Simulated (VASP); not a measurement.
Write the native input for VASP 6.6.1 that does the following.

| Quantity | Value |
| --- | --- |
| Task | electric field gradients |
| Functional | PBEsol |
| Potentials or basis | VASP PAW PBE potentials, release 64 (Zn, O) |
| Cutoff | 520 eV |
| k mesh | 4 × 4 × 3 |
| Occupations | fermi-dirac, width 0.02 eV |
| Spin | no spin polarisation |
| Dipole correction | no |
| Further INCAR settings | ALGO = Normal; EDIFF = 1e-08; NBANDS = 26 |

The structure of ZnO lies in POSCAR:

```
ZnO
1.0
    3.2493080000      0.0000000000      0.0000000000
   -1.6246540000      2.8139832727      0.0000000000
    0.0000000000      0.0000000000      5.2057090000
Zn O
2 2
Direct
    0.3333333333      0.6666666667      0.5000000000
    0.6666666667      0.3333333333      0.0000000000
    0.6666666667      0.3333333333      0.3790100000
    0.3333333333      0.6666666667      0.8790100000
```

The input as run:

INCAR

```
SYSTEM = ZnO
PREC = Accurate ; ENCUT = 520
EDIFF = 1E-8 ; ISMEAR = -1
SIGMA = 0.02 ; LREAL = .False.
LASPH = .True. ; NELM = 120
ALGO = Normal ; ISIF = 2
LWAVE = .False. ; LCHARG = .False.
GGA = PS ; LEFG = .True.
NBANDS = 26 ; GGA_COMPAT = .False.
```

KPOINTS

```
regular mesh
0
Gamma
  4 4 3
  0 0 0
```

Potentials or basis: VASP PAW PBE potentials, release 64 (Zn, O).

The run is started by

```sh
$ cat potpaw_PBE.64/Zn/POTCAR potpaw_PBE.64/O/POTCAR > POTCAR
$ mpirun -np 1 vasp_std > vasp.out
```

Results of the run:

The pressure is -0.5 GPa and the largest force is 0.061 eV/Å. The band gap on the k mesh is 0.68 eV and the largest electric field gradient by atom is Zn +1.6; O -0.2 V/Å².

Caveat: the k points lie up to 0.56 Å⁻¹ apart; without QUAD_EFG the Cq values of the log hold for a quadrupole moment of 1 mb, not for the nuclei; the PAW data sets were made with another functional, which shifts forces and pressure a little.

It took 21 s on 1 thread of Intel(R) Xeon(R) Platinum 8488C (Sapphire Rapids), on a shared host, peak memory 0.15 GiB.
